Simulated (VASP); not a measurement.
Wanted: the native input for a VASP 6.6.1 run.

| Property | Result |
| --- | --- |
| Task | single point |
| Functional | PBE |
| Dispersion | D3(BJ) |
| Potentials or basis | VASP PAW PBE potentials, release 64 (Se, In_d) |
| Cutoff | 520 eV |
| k mesh | 9 × 9 × 1 |
| Occupations | gaussian, width 0.05 eV |
| Spin | no spin polarisation |
| Dipole correction | yes |
| Further INCAR settings | ALGO = Normal; EDIFF = 1e-06; NBANDS = 48 |

The structure of InSe lies in POSCAR:

```
InSe
1.0
    4.0266103653      0.0000000000      0.0000000000
   -2.0133051827      3.4871468675      0.0000000000
    0.0000000000      0.0000000000     28.2707107737
Se In
4 4
Direct
    0.0000000000      0.0000000000      0.1591753400
    0.0000000000      0.0000000000      0.3496677344
    0.0000000000      0.2222222222      0.4667500401
    0.0000000000      0.2222222222      0.6572424345
    0.6666666667      0.3333333333      0.2049979902
    0.6666666667      0.3333333333      0.3038451596
   -0.6666666667     -0.1111111111      0.5125726903
   -0.6666666667     -0.1111111111      0.6114198596
```

This cell differs from its parent crystal: layers slid over each other.

The input as run:

INCAR

```
SYSTEM = InSe
ALGO = Normal
DIPOL = 0.5 0.5 0.408
EDIFF = 1E-6
ENCUT = 520
GGA = PE
IDIPOL = 3
ISIF = 2
ISMEAR = 0
IVDW = 12
LASPH = .TRUE.
LCHARG = .TRUE.
LDIPOL = .TRUE.
LELF = .TRUE.
LREAL = .FALSE.
LVACPOTAV = .TRUE.
LVHAR = .TRUE.
LWAVE = .FALSE.
NBANDS = 48
NELM = 60
PREC = Accurate
SIGMA = 0.05
```

KPOINTS

```
k-points
0
G
  9 9 1
  0 0 0
```

Potentials or basis: VASP PAW PBE potentials, release 64 (Se, In_d).

Launch:

```sh
$ cat potpaw_PBE.64/Se/POTCAR potpaw_PBE.64/In_d/POTCAR > POTCAR
$ mpirun -np 1 vasp_std > vasp.out
```

It gave:

```yaml
Largest_force: 0.120 eV/Å
Band_gap_on_the_k_mesh: 1.05 eV (least direct gap 1.11 eV)
Dispersion_energy_per_atom: -0.253 eV
```

Caveat: the cell differs from its parent crystal (layers slid over each other); spin-orbit coupling is left out, which moves the levels of the heavy elements.

Run time: 33 min on 1 thread of Oxide Virtual Turin-like Processor (shared host), peak memory 0.79 GiB.
